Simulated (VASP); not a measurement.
# EuO (u2so) (Fm-3m) in VASP: single point with PBE+U

Aim: the single point of EuO (u2so) with PBE+U.

All numbers are computed with VASP 6.6.1; they aren't measurements. Logs are shortened: lines on timing, memory, paths and dates and some standing lists are left out, and cuts for length are marked.

## (1) The cell of the first run

Symmetry: Fm-3m, No. 225, cubic system. Conventional cell: a = 5.176 Å, b = 5.176 Å, c = 5.176 Å, α = 90.00°, β = 90.00°, γ = 90.00°. Within 3.4 Å of Eu (site symmetry m-3m) lie 6 O at 2.59 Å. O (site symmetry m-3m) has 6 Eu at 2.59 Å within 3.4 Å.

## (2) Single point, PBE+U, non-collinear spin, typed start, spin-orbit coupling

Contents of INCAR:

```
PREC = Accurate
ENCUT = 600
EDIFF = 1E-6
ISMEAR = 0
SIGMA = 0.1
LREAL = False
LASPH = True
NELM = 200
ALGO = Normal
ISIF = 2
LWAVE = False
LCHARG = False
MAGMOM = 0 0 7.44 0 0 0
LORBIT = 11
LSORBIT = True
GGA_COMPAT = False
LORBMOM = True
LMAXMIX = 6
LDAU = True
LDAUTYPE = 2
LDAUL = 3 -1
LDAUU = 6 0
LDAUJ = 0 0
LDAUPRINT = 1
GGA = PE
NBANDS = 35
```

Contents of KPOINTS:

```
regular mesh
0
Gamma
  14 14 14
```

Contents of POSCAR:

```
EuO
1.0
    0.0000000000      2.5881696487      2.5881696487
    2.5881696487      0.0000000000      2.5881696487
    2.5881696487      2.5881696487      0.0000000000
Eu O
1 1
Direct
    0.0000000000      0.0000000000      0.0000000000
    0.5000000000      0.5000000000      0.5000000000
```

Potentials or basis: VASP PAW PBE potentials, release 64 (Eu, O).

Started as:

```sh
$ cat potpaw_PBE.64/Eu/POTCAR potpaw_PBE.64/O/POTCAR > POTCAR
$ mpirun -np 1 vasp_ncl > vasp.out
```

OUTCAR:

```text
PREC = Accurate
   ENCUT = 600
   EDIFF = 1E-6
   ISMEAR = 0
   LREAL = False
   LASPH = True
   NELM = 200
   ISIF = 2
   LORBIT = 11
   LSORBIT = True
   GGA = PE

 ion  position               nearest neighbor table
   1  0.000  0.000  0.000-   2 2.59   2 2.59   2 2.59   2 2.59   2 2.59   2 2.59
   2  0.500  0.500  0.500-   1 2.59   1 2.59   1 2.59   1 2.59   1 2.59   1 2.59

  LATTYP: Found a face centered cubic cell.
 ALAT       =     5.1763392974

  Lattice vectors:

 A1 = (   0.0000000000,   2.5881696487,   2.5881696487)
 A2 = (   2.5881696487,   0.0000000000,   2.5881696487)
 A3 = (   2.5881696487,   2.5881696487,   0.0000000000)

Analysis of symmetry for initial positions (statically):
=====================================================================
 Subroutine PRICEL returns:
 Original cell was already a primitive cell.

 Routine SETGRP: Setting up the symmetry group for a
 face centered cubic supercell.

 Subroutine GETGRP returns: Found 48 space group operations
 (whereof 48 operations were pure point group operations)
 out of a pool of 48 trial point group operations.

The static configuration has the point symmetry O_h .

Analysis of symmetry for dynamics (positions and initial velocities):
=====================================================================
 Subroutine PRICEL returns:
 Original cell was already a primitive cell.

 Routine SETGRP: Setting up the symmetry group for a
 face centered cubic supercell.

 Subroutine GETGRP returns: Found 48 space group operations
 (whereof 48 operations were pure point group operations)
 out of a pool of 48 trial point group operations.

The dynamic configuration has the point symmetry O_h .

Analysis of structural, dynamic, and magnetic symmetry:
=====================================================================
 Subroutine PRICEL returns:
 Original cell was already a primitive cell.

 Routine SETGRP: Setting up the symmetry group for a
 face centered cubic supercell.

 Subroutine GETGRP returns: Found  8 space group operations
 (whereof  8 operations were pure point group operations)
 out of a pool of 48 trial point group operations.

The overall configuration has the point symmetry C_4h.

 Subroutine INISYM returns: Found  8 space group operations
 (whereof  8 operations are pure point group operations),
 and found     1 'primitive' translations

----------------------------------------------------------------------------------------

                                     Primitive cell

  volume of cell :      34.6743

  direct lattice vectors                    reciprocal lattice vectors
     0.000000000  2.588169649  2.588169649    -0.193186718  0.193186718  0.193186718
     2.588169649  0.000000000  2.588169649     0.193186718 -0.193186718  0.193186718
     2.588169649  2.588169649  0.000000000     0.193186718  0.193186718 -0.193186718

  length of vectors
     3.660224619  3.660224619  3.660224619     0.334609211  0.334609211  0.334609211

  position of ions in fractional coordinates (direct lattice)
     0.000000000  0.000000000  0.000000000
     0.500000000  0.500000000  0.500000000

  ion indices of the primitive-cell ions
   primitive index   ion index
                 1           1
                 2           2

----------------------------------------------------------------------------------------

 KPOINTS: regular mesh

Automatic generation of k-mesh.
 Grid dimensions read from file:
 generate k-points for:   14   14   14

 Generating k-lattice:

[... 158 lines left out ...]
  o =  0.0043  v = -0.0000  0.0000 -0.0432  0.0000 -0.0013 -0.0000  0.0000 -0.0000  0.0000 -0.0000 -0.0310 -0.0000  0.0000  0.0000      0.0000 -0.0000  0.0013 -0.0000 -0.0432  0.0000  0.0000 -0.0000 -0.0000 -0.0000 -0.9976  0.0000  0.0000 -0.0000
  o =  0.0043  v =  0.0000 -0.0035  0.0000 -0.0000  0.0000 -0.0301  0.0000  0.4500 -0.0000  0.3475  0.0000 -0.2560  0.0000  0.3316      0.0000 -0.0026 -0.0000  0.0000  0.0000  0.0409  0.0000  0.3316  0.0000  0.2560  0.0000  0.3475  0.0000 -0.4500
  o =  0.9633  v =  0.0000  0.9650  0.0000  0.0000  0.0000  0.0052 -0.0000  0.0300 -0.0000 -0.0189  0.0000  0.0004  0.0000  0.0006      0.0000  0.0194  0.0000  0.0000  0.0000 -0.2567 -0.0000  0.0006  0.0000 -0.0004 -0.0000 -0.0189  0.0000 -0.0300
  o =  0.9671  v = -0.6963  0.0000 -0.1229 -0.0000 -0.0000  0.0000 -0.0000  0.0000 -0.0000 -0.0000  0.0000 -0.0000  0.0000 -0.0000      0.0000  0.0000  0.0000  0.0000 -0.1229 -0.0000  0.6963  0.0000 -0.0000 -0.0000  0.0107 -0.0000  0.0000 -0.0000
  o =  0.9740  v = -0.0618 -0.0000 -0.7031  0.0000 -0.0002  0.0000 -0.0000  0.0000 -0.0410  0.0000  0.0000  0.0000 -0.0000  0.0000      0.0000 -0.0000 -0.0002 -0.0000  0.7031 -0.0000 -0.0618  0.0000 -0.0000  0.0000  0.0000 -0.0000  0.0458 -0.0000
  o =  0.9743  v = -0.0000 -0.0000 -0.0000 -0.9183  0.0000 -0.0000 -0.0000  0.0001 -0.0000 -0.0178  0.0000 -0.0418  0.0000 -0.0002      0.0000  0.0000  0.0000  0.3906  0.0000 -0.0000 -0.0000  0.0002  0.0000 -0.0418  0.0000  0.0178  0.0000  0.0001
  o =  0.9761  v =  0.0000 -0.0472 -0.0000 -0.0000 -0.0000  0.9486 -0.0000  0.0032  0.0000  0.0060  0.0000 -0.0323 -0.0000  0.0171      0.0000 -0.2521  0.0000  0.0000 -0.0000 -0.1775 -0.0000  0.0171 -0.0000  0.0323  0.0000  0.0060 -0.0000 -0.0032
  o =  0.9763  v =  0.1231  0.0000 -0.6950  0.0000 -0.0000 -0.0000 -0.0000 -0.0000 -0.0000 -0.0000  0.0000  0.0000  0.0000 -0.0000      0.0000  0.0000  0.0000 -0.0000 -0.6950  0.0000 -0.1231 -0.0000  0.0000 -0.0000  0.0602 -0.0000 -0.0000  0.0000
  o =  0.9782  v =  0.7038  0.0000 -0.0617 -0.0000 -0.0000  0.0000 -0.0000 -0.0000 -0.0324 -0.0000 -0.0000 -0.0000  0.0000 -0.0000      0.0000 -0.0000 -0.0000  0.0000  0.0617  0.0000  0.7038 -0.0000 -0.0000 -0.0000 -0.0000 -0.0000 -0.0248  0.0000

 number of electron      22.9999998 magnetization      -0.0000000      0.0000000      6.9635013

 Free energy of the ion-electron system (eV)
  ---------------------------------------------------
  ext. energy  EPLUGINS =         0.00000000
  ---------------------------------------------------
  free energy    TOTEN  =       -21.68519084 eV

  energy without entropy =      -21.68480595  energy(sigma->0) =      -21.68499839

 E-fermi :   3.7237     XC(G=0): -10.6598

 val. band max:        3.7185244688   @ k =   0.0000   0.4286   0.4286
 cond. band min:       3.8757066246   @ k =   0.0000   0.4286   0.5000
 fundamental gap:      0.1571821558
 Fermi energy:         3.7237365238

 k-point     1 :       0.0000    0.0000    0.0000
  band No.  band energies     occupation
      1     -36.1524      1.00000
      2     -33.0609      1.00000
      3     -16.7217      1.00000
      4     -16.0170      1.00000
      5     -14.1122      1.00000
      6     -14.0222      1.00000
[... 901 lines left out ...]
     34      12.3767      0.00000
     35      12.4432      0.00000

 [... further k-points ...]
[... 5 lines left out ...]
  --------------------------------------------------------------------------------------
  -------------------------------------------------------------------------------------
  Total       -0.1177433     -0.1177433     -0.1151037     -0.0000008      0.0000000      0.0000000
  in kB       -5.4404958     -5.4404958     -5.3185316     -0.0000380      0.0000000      0.0000000
  external PRESSURE =      -5.3998411 kB  Pullay stress =       0.0000000 kB

 VOLUME and BASIS-vectors are now :
 -----------------------------------------------------------------------------
  energy-cutoff  :      600.00
  volume of cell :       34.67
      direct lattice vectors                 reciprocal lattice vectors
     0.000000000  2.588169649  2.588169649    -0.193186718  0.193186718  0.193186718
     2.588169649  0.000000000  2.588169649     0.193186718 -0.193186718  0.193186718
     2.588169649  2.588169649  0.000000000     0.193186718  0.193186718 -0.193186718

 POSITION                                       TOTAL-FORCE (eV/Angst)
 -----------------------------------------------------------------------------------
      0.00000      0.00000      0.00000        -0.000000      0.000000      0.000000
      2.58817      2.58817      2.58817         0.000000     -0.000000      0.000000
 -----------------------------------------------------------------------------------
    total drift:                                0.000000      0.000000      0.000000

  FREE ENERGIE OF THE ION-ELECTRON SYSTEM (eV)
  ---------------------------------------------------
  free  energy   TOTEN  =       -21.6851908353 eV

  energy  without entropy=      -21.6848059484  energy(sigma->0) =      -21.68499839

 orbital moment (x)

 # of ion     p       d       f       tot
 ------------------------------------------------
  1        -0.000   0.000   0.000  -0.000
  2        -0.000   0.000   0.000  -0.000
 ------------------------------------------------
           -0.000   0.000   0.000  -0.000

 orbital moment (y)

 # of ion     p       d       f       tot
 ------------------------------------------------
  1        -0.000  -0.000   0.000  -0.000
  2         0.000   0.000   0.000   0.000
 ------------------------------------------------
           -0.000  -0.000   0.000  -0.000

 orbital moment (z)

 # of ion     p       d       f       tot
 ------------------------------------------------
  1        -0.013  -0.002  -0.029  -0.043
  2         0.001   0.000   0.000   0.001
 ------------------------------------------------
           -0.012  -0.002  -0.029  -0.043

 Spin-Orbit-Coupling matrix elements

 Ion:    1  E_soc:     -1.0987773
 l=   1
     0.0000000    -0.1499661    -0.1499641
    -0.1499661     0.0000000    -0.1499661
    -0.1499641    -0.1499661     0.0000000
 l=   2
     0.0000000    -0.0000455     0.0000000    -0.0000455    -0.0003100
    -0.0000455     0.0000000    -0.0002749    -0.0000643    -0.0000907
     0.0000000    -0.0002749     0.0000000    -0.0002749     0.0000000
    -0.0000455    -0.0000643    -0.0002749     0.0000000    -0.0000907
    -0.0003100    -0.0000907     0.0000000    -0.0000907     0.0000000
 l=   3
     0.0000000    -0.0049853     0.0000000     0.0000000     0.0000000    -0.0050279    -0.0033031
    -0.0049853     0.0000000    -0.0083007     0.0000000    -0.0083007    -0.0015030    -0.0049853
     0.0000000    -0.0083007     0.0000000    -0.0199049    -0.0003336    -0.0083592     0.0000000
     0.0000000     0.0000000    -0.0199049     0.0000000    -0.0199049     0.0000000     0.0000000
     0.0000000    -0.0083007    -0.0003336    -0.0199049     0.0000000    -0.0083592     0.0000000
    -0.0050279    -0.0015030    -0.0083592     0.0000000    -0.0083592     0.0000000    -0.0050279
    -0.0033031    -0.0049853     0.0000000     0.0000000     0.0000000    -0.0050279     0.0000000

 Ion:    2  E_soc:     -0.0005941
 l=   1
     0.0000000    -0.0001026    -0.0000919
    -0.0001026     0.0000000    -0.0001026
    -0.0000919    -0.0001026     0.0000000
 l=   2
     0.0000000     0.0000000     0.0000000     0.0000000     0.0000000
     0.0000000     0.0000000     0.0000000     0.0000000     0.0000000
     0.0000000     0.0000000     0.0000000     0.0000000     0.0000000
     0.0000000     0.0000000     0.0000000     0.0000000     0.0000000
     0.0000000     0.0000000     0.0000000     0.0000000     0.0000000
 l=   3
     0.0000000     0.0000000     0.0000000     0.0000000     0.0000000     0.0000000     0.0000000
     0.0000000     0.0000000     0.0000000     0.0000000     0.0000000     0.0000000     0.0000000
     0.0000000     0.0000000     0.0000000     0.0000000     0.0000000     0.0000000     0.0000000
     0.0000000     0.0000000     0.0000000     0.0000000     0.0000000     0.0000000     0.0000000
     0.0000000     0.0000000     0.0000000     0.0000000     0.0000000     0.0000000     0.0000000
     0.0000000     0.0000000     0.0000000     0.0000000     0.0000000     0.0000000     0.0000000
     0.0000000     0.0000000     0.0000000     0.0000000     0.0000000     0.0000000     0.0000000

 total charge

# of ion       s       p       d       f       tot
--------------------------------------------------
    1        2.032   5.834   0.294   6.817  14.976
    2        1.551   3.400   0.000   0.000   4.951
--------------------------------------------------
tot          3.583   9.234   0.294   6.817  19.928

 magnetization (x)

# of ion       s       p       d       f       tot
--------------------------------------------------
    1        0.000   0.000   0.000   0.000   0.000
    2        0.000   0.000   0.000   0.000   0.000
--------------------------------------------------
tot          0.000   0.000   0.000   0.000   0.000

 magnetization (y)

# of ion       s       p       d       f       tot
--------------------------------------------------
    1        0.000   0.000   0.000   0.000   0.000
    2        0.000   0.000   0.000   0.000   0.000
--------------------------------------------------
tot          0.000   0.000   0.000   0.000   0.000

 magnetization (z)

# of ion       s       p       d       f       tot
--------------------------------------------------
    1       -0.014  -0.107   0.068   6.750   6.696
    2       -0.004  -0.088   0.000   0.000  -0.092
--------------------------------------------------
tot         -0.019  -0.195   0.068   6.750   6.604
```

It took 30 min on 1 thread of Intel Xeon 6975P-C (Granite Rapids), shared host; peak memory 0.94 GiB.

Results:

```yaml
Free_energy: -21.6852 eV
Pressure: -0.5 GPa
Net_moment: 6.96 μB per cell
Valence_electrons_inside_the_program's_atomic_spheres: Eu 14.98; O 4.95
```

Moments on the atoms (μB; x, y, z):
```
Eu   0.00  0.00  6.70
O    0.00  0.00 -0.09
```

Caveat: a cell with one magnetic atom can't hold antiferromagnetic order, which such compounds often take.
